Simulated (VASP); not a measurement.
# AgB2 (P6/mmm) in VASP: notebook

The runs below take AgB2 through single point, relaxation of cell and atoms, with LDA.

All numbers are computed with VASP 6.6.1; they aren't measurements. Logs are shortened: lines on timing, memory, paths and dates and some standing lists are left out, and cuts for length are marked.

## 1. The cell of the first run

The structure is hexagonal, space group P6/mmm (No. 191). Conventional cell: a = 2.980 Å, b = 2.980 Å, c = 3.907 Å, α = 90.00°, β = 90.00°, γ = 120.00°. Ag (site symmetry 6/mmm) has 12 B at 2.60 Å and 6 Ag at 2.98 Å within 3.4 Å. B (site symmetry -6m2) has 3 B at 1.72 Å within 2.3 Å.

## 2. Single point, LDA

Input file INCAR:

```
SYSTEM = AgB2
  ALGO = Normal
  EDIFF = 1E-6
  ENCUT = 520
  ISIF = 2
  ISMEAR = 0
  LASPH = .TRUE.
  LCHARG = .TRUE.
  LELF = .TRUE.
  LREAL = .FALSE.
  LVHAR = .TRUE.
  LWAVE = .FALSE.
  NBANDS = 16
  NELM = 60
  PREC = Accurate
  SIGMA = 0.1
```

Input file KPOINTS:

```
k-points
0
G
  18 18 10
  0 0 0
```

Input file POSCAR:

```
AgB2
1.0
    2.9800360184      0.0000000000      0.0000000000
   -1.4900180092      2.5807868961      0.0000000000
    0.0000000000      0.0000000000      3.9074639566
Ag B
1 2
Direct
    0.0000000000      0.0000000000      0.0000000000
    0.3333333333      0.6666666667      0.5000000000
    0.6666666667      0.3333333333      0.5000000000
```

Potentials or basis: VASP PAW LDA potentials, release 64 (Ag, B).

Command:

```bash
cat potpaw_LDA.64/Ag/POTCAR potpaw_LDA.64/B/POTCAR > POTCAR
mpirun -np 1 vasp_std > vasp.out
```

OUTCAR:

```text
SYSTEM = AgB2
   EDIFF = 1E-6
   ENCUT = 520
   ISIF = 2
   ISMEAR = 0
   LASPH = .TRUE.
   LREAL = .FALSE.
   NELM = 60
   PREC = Accurate

 ion  position               nearest neighbor table
   1  0.000  0.000  0.000-   2 2.60   3 2.60   2 2.60   3 2.60   2 2.60   2 2.60   3 2.60   3 2.60
                             3 2.60   3 2.60   2 2.60   2 2.60
   2  0.333  0.667  0.500-   3 1.72   3 1.72   3 1.72   1 2.60   1 2.60   1 2.60   1 2.60   1 2.60
                             1 2.60
   3  0.667  0.333  0.500-   2 1.72   2 1.72   2 1.72   1 2.60   1 2.60   1 2.60   1 2.60   1 2.60
                             1 2.60

  LATTYP: Found a hexagonal cell.
 ALAT       =     2.9800360184
 C/A-ratio  =     1.3112136674

  Lattice vectors:

 A1 = (   2.9800360184,   0.0000000000,   0.0000000000)
 A2 = (  -1.4900180092,   2.5807868961,   0.0000000000)
 A3 = (   0.0000000000,   0.0000000000,   3.9074639566)

Analysis of symmetry for initial positions (statically):
=====================================================================
 Subroutine PRICEL returns:
 Original cell was already a primitive cell.

 Routine SETGRP: Setting up the symmetry group for a
 hexagonal supercell.

 Subroutine GETGRP returns: Found 24 space group operations
 (whereof 24 operations were pure point group operations)
 out of a pool of 24 trial point group operations.

The static configuration has the point symmetry D_6h.

Analysis of symmetry for dynamics (positions and initial velocities):
=====================================================================
 Subroutine PRICEL returns:
 Original cell was already a primitive cell.

 Routine SETGRP: Setting up the symmetry group for a
 hexagonal supercell.

 Subroutine GETGRP returns: Found 24 space group operations
 (whereof 24 operations were pure point group operations)
 out of a pool of 24 trial point group operations.

The dynamic configuration has the point symmetry D_6h.

 Subroutine INISYM returns: Found 24 space group operations
 (whereof 24 operations are pure point group operations),
 and found     1 'primitive' translations

----------------------------------------------------------------------------------------

                                     Primitive cell

  volume of cell :      30.0517

  direct lattice vectors                    reciprocal lattice vectors
     2.980036018  0.000000000  0.000000000     0.335566414  0.193739359  0.000000000
    -1.490018009  2.580786896  0.000000000     0.000000000  0.387478719  0.000000000
     0.000000000  0.000000000  3.907463957     0.000000000  0.000000000  0.255920467

  length of vectors
     2.980036018  2.980036018  3.907463957     0.387478719  0.387478719  0.255920467

  position of ions in fractional coordinates (direct lattice)
     0.000000000  0.000000000  0.000000000
     0.333333333  0.666666667  0.500000000
     0.666666667  0.333333333  0.500000000

  ion indices of the primitive-cell ions
   primitive index   ion index
                 1           1
                 2           2
                 3           3

----------------------------------------------------------------------------------------

 KPOINTS: k-points

Automatic generation of k-mesh.
 Grid dimensions read from file:
 generate k-points for:   18   18   10

 Generating k-lattice:

  Cartesian coordinates                     Fractional coordinates (reciprocal lattice)
     0.018642579  0.010763298  0.000000000     0.055555556  0.000000000  0.000000000
     0.000000000  0.021526595  0.000000000     0.000000000  0.055555556  0.000000000
     0.000000000  0.000000000  0.025592047     0.000000000  0.000000000  0.100000000

  Length of vectors
     0.021526595  0.021526595  0.025592047

  Shift w.r.t. Gamma in fractional coordinates (k-lattice)
     0.000000000  0.000000000  0.000000000

 Subroutine IBZKPT returns following result:
 ===========================================

 Found    222 irreducible k-points:

 Following reciprocal coordinates:
            Coordinates               Weight
  0.000000  0.000000  0.000000      1.000000
  0.055556 -0.000000  0.000000      6.000000
  0.111111 -0.000000  0.000000      6.000000
  0.166667 -0.000000  0.000000      6.000000
  0.222222 -0.000000  0.000000      6.000000
  0.277778 -0.000000  0.000000      6.000000
[... 16 lines left out ...]
  0.333333  0.111111  0.000000     12.000000
  0.388889  0.111111  0.000000     12.000000
 [... further k-points ...]
   k-points           NKPTS =    222   k-points in BZ     NKDIM =    222   number of bands    NBANDS=     16
   number of dos      NEDOS =    301   number of ions     NIONS =      3
   total plane-waves  NPLWV =  17280
   dimension x,y,z NGX =    24 NGY =   24 NGZ =   30
   dimension x,y,z NGXF=    48 NGYF=   48 NGZF=   60
   ions per type =               1   2
   NGX,Y,Z   is equivalent  to a cutoff of  13.39, 13.39, 12.76 a.u.
   NGXF,Y,Z  is equivalent  to a cutoff of  26.78, 26.78, 25.53 a.u.
 SYSTEM =  AgB2
   PREC   = accura    normal or accurate (medium, high low for compatibility)
   ISTART =      0    job   : 0-new  1-cont  2-samecut
   ICHARG =      2    charge: 1-file 2-atom 10-const
   ISPIN  =      1    spin polarized calculation?
   LNONCOLLINEAR =      F non collinear calculations
   LSORBIT =      F    spin-orbit coupling
   LASPH  =      T    aspherical Exc in radial PAW
   ENCUT  =  520.0 eV  38.22 Ry    6.18 a.u.   5.54  5.54  7.27*2*pi/ulx,y,z
   NELM   =     60;   NELMIN=  2; NELMDL= -5     # of ELM steps
   EDIFF  = 0.1E-05   stopping-criterion for ELM
   LREAL  =      F    real-space projection
   EDIFFG = 0.1E-04   stopping-criterion for IOM
   NSW    =      0    number of steps for IOM
   IBRION =     -1    ionic relax: 0-MD 1-quasi-New 2-CG
   NFREE  =      0    steps in history (QN), initial steepest desc. (CG)
   ISIF   =      2    stress and relaxation
   ISYM   =      2    0-nonsym 1-usesym 2-fastsym
   POTIM  = 0.5000    time-step for ionic-motion
   TEBEG  =    0.0;   TEEND  =   0.0 temperature during run
   PSTRESS=    0.0 pullay stress
   NELECT =      17.0000    total number of electrons
   NUPDOWN=      -1.0000    fix difference up-down
   EMIN   =  10.00;   EMAX   =-10.00  energy-range for DOS
   EFERMI =   0.00;   METHOD = LEGACY
   ISMEAR =     0;   SIGMA  =   0.10  broadening in eV -4-tet -1-fermi 0-gaus
   EFERMI_NEDOS =   21; number of points for ismear=-14 and -15
   IALGO  =     38    algorithm
   IMIX   =      4    mixing-type and parameters
     AMIX     =   0.40;   BMIX     =  1.00
     AMIX_MAG =   1.60;   BMIX_MAG =  1.00
  volume/ion in A,a.u.               =      10.02        67.60
  Fermi-wavevector in a.u.,A,eV,Ry     =   1.353947  2.558588 24.941817  1.833172
  Thomas-Fermi vector in A             =   2.481160
   LORBIT       =      0    0 simple, 1 ext, 2 COOP (PROOUT), +10 PAW based schemes
   GGA     = CA    functional components
   LHFCALC =     F    Hartree Fock is set to
   AEXX    =    0.0000 exact exchange contribution
   IVDW    =     0    specifies the selected vdW correction
   LEPSILON=     F    determine dielectric tensor
   LRPA    =     F    only Hartree local field effects (RPA)
 non-spin polarized calculation
 Gauss-broadening in eV      SIGMA  =   0.10
  energy-cutoff  :      520.00
  volume of cell :       30.05
 maximum number of plane-waves:       855
 NGX is ok and might be reduce to    24
   NGX = 11   NGY = 11   NGZ = 15

 number of electron      17.0000004 magnetization

 Free energy of the ion-electron system (eV)
  ---------------------------------------------------
  ext. energy  EPLUGINS =         0.00000000
  ---------------------------------------------------
  free energy    TOTEN  =       -17.07575117 eV

  energy without entropy =      -17.07058669  energy(sigma->0) =      -17.07316893

 E-fermi :   7.8378     XC(G=0): -12.5697

 val. band max:        7.8339663352   @ k =   0.2222   0.0556   0.4000
 cond. band min:       7.8534760304   @ k =   0.3333   0.0556   0.1000
 fundamental gap:      0.0195096952
 Fermi energy:         7.8377791775

 k-point     1 :       0.0000    0.0000    0.0000
  band No.  band energies     occupation
      1      -4.6410      2.00000
      2       1.7616      2.00000
      3       2.7168      2.00000
      4       2.7168      2.00000
      5       3.7568      2.00000
      6       3.7568      2.00000
[... 8 lines left out ...]
     15      24.7780      0.00000
     16      26.5648      0.00000

 k-point     2 :       0.0556   -0.0000    0.0000
  band No.  band energies     occupation
      1      -4.5827      2.00000
      2       1.8046      2.00000
      3       2.6813      2.00000
      4       2.7557      2.00000
      5       3.3197      2.00000
      6       3.7474      2.00000
[... 8 lines left out ...]
     15      24.9689      0.00000
     16      26.3201      0.00000

 k-point     3 :       0.1111   -0.0000    0.0000
  band No.  band energies     occupation
      1      -4.4089      2.00000
      2       1.9224      2.00000
      3       2.5834      2.00000
      4       2.8695      2.00000
      5       2.8905      2.00000
      6       3.7206      2.00000
[... 8 lines left out ...]
     15      25.4350      0.00000
     16      25.5764      0.00000

 k-point     4 :       0.1667   -0.0000    0.0000
  band No.  band energies     occupation
      1      -4.1224      2.00000
      2       2.0648      2.00000
      3       2.4601      2.00000
      4       2.5238      2.00000
      5       3.0506      2.00000
      6       3.6798      2.00000
[... 8 lines left out ...]
     15      24.5825      0.00000
     16      25.2796      0.00000

 k-point     5 :       0.2222   -0.0000    0.0000
  band No.  band energies     occupation
      1      -3.7278      2.00000
      2       2.0620      2.00000
      3       2.2193      2.00000
      4       2.4405      2.00000
      5       3.2858      2.00000
      6       3.6302      2.00000
[... 8 lines left out ...]
     15      23.5321      0.00000
     16      24.2812      0.00000

 k-point     6 :       0.2778   -0.0000    0.0000
  band No.  band energies     occupation
      1      -3.2315      2.00000
      2       1.8614      2.00000
      3       1.9753      2.00000
      4       2.4818      2.00000
      5       3.5566      2.00000
      6       3.5780      2.00000
[... 8 lines left out ...]
     15      22.5494      0.00000
     16      23.9247      0.00000

 k-point     7 :       0.3333   -0.0000    0.0000
  band No.  band energies     occupation
      1      -2.6422      2.00000
      2       1.5513      2.00000
      3       1.7896      2.00000
      4       2.3587      2.00000
      5       3.5294      2.00000
      6       3.8387      2.00000
[... 8 lines left out ...]
     15      21.7122      0.00000
     16      23.8503      0.00000

 k-point     8 :       0.3889   -0.0000    0.0000
  band No.  band energies     occupation
      1      -1.9722      2.00000
      2       1.0671      2.00000
      3       1.6593      2.00000
      4       2.1230      2.00000
      5       3.4902      2.00000
      6       4.1004      2.00000
[... 8 lines left out ...]
     15      22.1831      0.00000
     16      23.7348      0.00000

 k-point     9 :       0.4444   -0.0000    0.0000
  band No.  band energies     occupation
      1      -1.2446      2.00000
      2       0.3938      2.00000
      3       1.5823      2.00000
      4       1.9575      2.00000
      5       3.4648      2.00000
      6       4.2979      2.00000
[... 8 lines left out ...]
     15      22.1549      0.00000
     16      24.5099      0.00000
[... 172 lines left out ...]
 k-point    19 :       0.1111    0.1111    0.0000
  band No.  band energies     occupation
      1      -3.9521      2.00000
      2       2.1802      2.00000
      3       2.3339      2.00000
      4       2.3897      2.00000
      5       3.1700      2.00000
      6       3.6291      2.00000
[... 8 lines left out ...]
     15      23.5887      0.00000
     16      24.7606      0.00000

 k-point    20 :       0.1667    0.1111    0.0000
  band No.  band energies     occupation
      1      -3.5602      2.00000
      2       2.1225      2.00000
      3       2.1564      2.00000
      4       2.3614      2.00000
      5       3.3901      2.00000
      6       3.5512      2.00000
[... 8 lines left out ...]
     15      22.4508      0.00000
     16      23.5554      0.00000

 k-point    21 :       0.2222    0.1111    0.0000
  band No.  band energies     occupation
      1      -3.0670      2.00000
      2       1.8857      2.00000
      3       1.9664      2.00000
      4       2.4678      2.00000
      5       3.4650      2.00000
      6       3.6071      2.00000
[... 8 lines left out ...]
     15      21.4031      0.00000
     16      22.7142      0.00000

 k-point    22 :       0.2778    0.1111    0.0000
  band No.  band energies     occupation
      1      -2.4810      2.00000
      2       1.5859      2.00000
      3       1.8233      2.00000
      4       2.3958      2.00000
      5       3.3818      2.00000
      6       3.8068      2.00000
[... 8 lines left out ...]
     15      20.8357      0.00000
     16      22.2934      0.00000

 k-point    23 :       0.3333    0.1111    0.0000
  band No.  band energies     occupation
      1      -1.8143      2.00000
      2       1.1389      2.00000
      3       1.7253      2.00000
      4       2.1708      2.00000
      5       3.3122      2.00000
      6       4.0092      2.00000
[... 8 lines left out ...]
     15      21.2817      0.00000
     16      22.6166      0.00000

 k-point    24 :       0.3889    0.1111    0.0000
  band No.  band energies     occupation
      1      -1.0889      2.00000
      2       0.4979      2.00000
      3       1.6687      2.00000
      4       1.9940      2.00000
      5       3.2660      2.00000
      6       4.1886      2.00000
[... 8 lines left out ...]
     15      21.1449      0.00000
     16      23.6406      0.00000

 [... further k-points ...]
[... 5 lines left out ...]
  --------------------------------------------------------------------------------------
  -------------------------------------------------------------------------------------
  Total        0.0385278      0.0385278      0.0252272      0.0000000      0.0000000      0.0000000
  in kB        2.0540760      2.0540760      1.3449666      0.0000000      0.0000000      0.0000000
  external PRESSURE =       1.8177062 kB  Pullay stress =       0.0000000 kB

 VOLUME and BASIS-vectors are now :
 -----------------------------------------------------------------------------
  energy-cutoff  :      520.00
  volume of cell :       30.05
      direct lattice vectors                 reciprocal lattice vectors
     2.980036018  0.000000000  0.000000000     0.335566414  0.193739359  0.000000000
    -1.490018009  2.580786896  0.000000000     0.000000000  0.387478719  0.000000000
     0.000000000  0.000000000  3.907463957     0.000000000  0.000000000  0.255920467

 POSITION                                       TOTAL-FORCE (eV/Angst)
 -----------------------------------------------------------------------------------
      0.00000      0.00000      0.00000         0.000000      0.000000      0.000000
     -0.00000      1.72052      1.95373         0.000000      0.000000      0.000000
      1.49002      0.86026      1.95373        -0.000000      0.000000      0.000000
 -----------------------------------------------------------------------------------
    total drift:                               -0.000000      0.000000      0.000000

  FREE ENERGIE OF THE ION-ELECTRON SYSTEM (eV)
  ---------------------------------------------------
  free  energy   TOTEN  =       -17.0757511726 eV

  energy  without entropy=      -17.0705866859  energy(sigma->0) =      -17.07316893
```

It took 2.2 min on 1 thread of Intel Xeon Platinum 8488C (Sapphire Rapids), shared host; peak memory 0.21 GiB.

What came out:

```yaml
Free_energy: -17.0758 eV
Pressure: 0.2 GPa
```

(Continued in part 2 of 2.)
